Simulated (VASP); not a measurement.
BaTe:

```
Ba Te
1.0
     0.00000    3.75485    3.91416
     3.75485    0.00000    3.91416
     3.75485    3.75485    0.00000
Ba Te
1 1
Direct
  0.00000 0.00000 0.00000
  0.25000 0.25000 0.25000
```

This cell differs from its parent crystal: biaxial xy strain -4.1%.

Base run:

```yaml
Program: VASP 6.6.1
Functional: r2SCAN
Potentials_or_basis: VASP PAW PBE potentials, release 64 (Ba_sv, Te)
Cutoff: 520 eV
k_mesh: 6 × 6 × 6
Occupations: gaussian, width 0.01 eV
Spin: no spin polarisation
```

Its results: band gap on the k mesh 3.02 eV (least direct gap 3.05 eV); pressure 2.1 GPa.

Question: The run is repeated on the same cell with these changes: functional from r2SCAN to PBE; occupations from gaussian, width 0.01 eV to fermi-dirac, width 0.02 eV. What comes out?

Answer: Band gap on the k mesh 2.65 eV (least direct gap 2.79 eV); pressure 2.1 GPa.

Caveats: the structure was generated, so it needn't be the stable form of BaTe; spin-orbit coupling is left out, which moves the levels of the heavy elements; the PAW data sets were made with another functional, which shifts forces and pressure a little (at least some runs).

A k mesh can miss the band edges.
